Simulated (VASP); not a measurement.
Ru: elastic constants with PBEsol

The system is Ru.

```
CELL_PARAMETERS angstrom
2.70580 0.00000 0.00000
-1.35290 2.34329 0.00000
0.00000 0.00000 4.28190
ATOMIC_POSITIONS crystal
Ru 0.66667 0.33333 0.75000
Ru 0.33333 0.66667 0.25000
```

```
Program                   : VASP 6.6.1
Task                      : elastic constants
Functional                : PBEsol
Potentials or basis       : VASP PAW PBE potentials, release 64 (Ru_pv)
Cutoff                    : 600 eV
k mesh                    : 8 × 8 × 5
Occupations               : fermi-dirac, width 0.05 eV
Spin                      : no spin polarisation
Dipole correction         : no
Ions in elastic constants : relaxed
Further INCAR settings    : ALGO = Fast; EDIFF = 1e-08; NBANDS = 21; IBRION = 6; POTIM = 0.015; NSW = 1; ISIF = 3
```

```json
{"Voigt bulk modulus": "325 GPa", "Highest phonon frequency at Γ": "266 cm⁻¹"}
```

Phonon frequencies in cm⁻¹ (negative: imaginary):
```tsv
q point	frequencies
(0.000, 0.000, 0.000)	0 0 0 211 211 266
```

Elastic tensor in Voigt notation (GPa, in the Cartesian axes of the cell as first typed):
```
595 190 171   0   0   0
190 595 171   0   0   0
171 171 673   0   0   0
  0   0   0 203   0   0
  0   0   0   0 203   0
  0   0   0   0   0 202
```

Clamped-ion elastic tensor (GPa):
```
600 184 171   0   0   0
184 600 171   0   0   0
171 171 673   0   0   0
  0   0   0 203   0   0
  0   0   0   0 203   0
  0   0   0   0   0 208
```

It took 12 min on 1 thread of Intel Xeon 8259CL (shared host), peak memory 0.25 GiB.

Caveat: the cell is under stress, which shifts elastic constants; the PAW data sets were made with another functional, which shifts forces and pressure a little.
